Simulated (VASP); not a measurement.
Write the native input for VASP 6.6.1 that does the following.

* Task: relaxation of shape and atoms at fixed volume
* Functional: PBE
* Potentials or basis: VASP PAW PBE potentials, release 64 (Be, Zn, Se)
* Cutoff: 600 eV
* k mesh: 6 × 6 × 2
* Occupations: gaussian, width 0.02 eV
* Spin: no spin polarisation
* Dipole correction: no
* Further INCAR settings: ALGO = Normal; EDIFF = 1e-06; IBRION = 2; EDIFFG = -0.01; NSW = 50; ISIF = 4

The structure of Be3ZnSe4 lies in POSCAR:

```
Be3ZnSe4
1.0
    3.7094004919      0.0000000286      0.0000000000
   -1.8547002707      3.2124350445      0.0000000000
    0.0000000000      0.0000000000     12.2863015168
Be Zn Se
3 1 4
Direct
    0.6666666667      0.3333333333      0.0125380000
    0.6666666667      0.3333333333      0.4928060000
    0.0000000000      0.0000000000      0.2531180000
    0.0000000000      0.0000000000      0.7562110000
    0.6666666667      0.3333333333      0.1939280000
    0.6666666667      0.3333333333      0.6729290000
    0.0000000000      0.0000000000      0.4343310000
    0.0000000000      0.0000000000      0.9541390000
```

The input as run:

INCAR

```
SYSTEM = Be3ZnSe4
ALGO = Normal
EDIFF = 1E-6
EDIFFG = -0.01
ENCUT = 600
GGA = PE
IBRION = 2
ISIF = 4
ISMEAR = 0
LASPH = .True.
LCHARG = .False.
LREAL = .False.
LWAVE = .False.
NELM = 60
NSW = 50
PREC = Accurate
SIGMA = 0.02
```

KPOINTS

```
k-points
0
Gamma
  6 6 2
  0 0 0
```

Potentials or basis: VASP PAW PBE potentials, release 64 (Be, Zn, Se).

Run with:

```bash
$ cat potpaw_PBE.64/Be/POTCAR potpaw_PBE.64/Zn/POTCAR potpaw_PBE.64/Se/POTCAR > POTCAR
$ mpirun -np 1 vasp_std > vasp.out
```

Results of the run:

| Property | Result |
| --- | --- |
| Energy gained by relaxing | 0.1 meV/atom |
| Ionic steps | 5 |
| Pressure after relaxing | 2.4 GPa |
| Largest force after relaxing | 0.010 eV/Å |
| Band gap on the k mesh | 2.55 eV (least direct gap 2.74 eV) |

It took 120 s on 1 thread of Intel(R) Xeon(R) 6975P-C (Granite Rapids), on a shared host, peak memory 0.32 GiB.
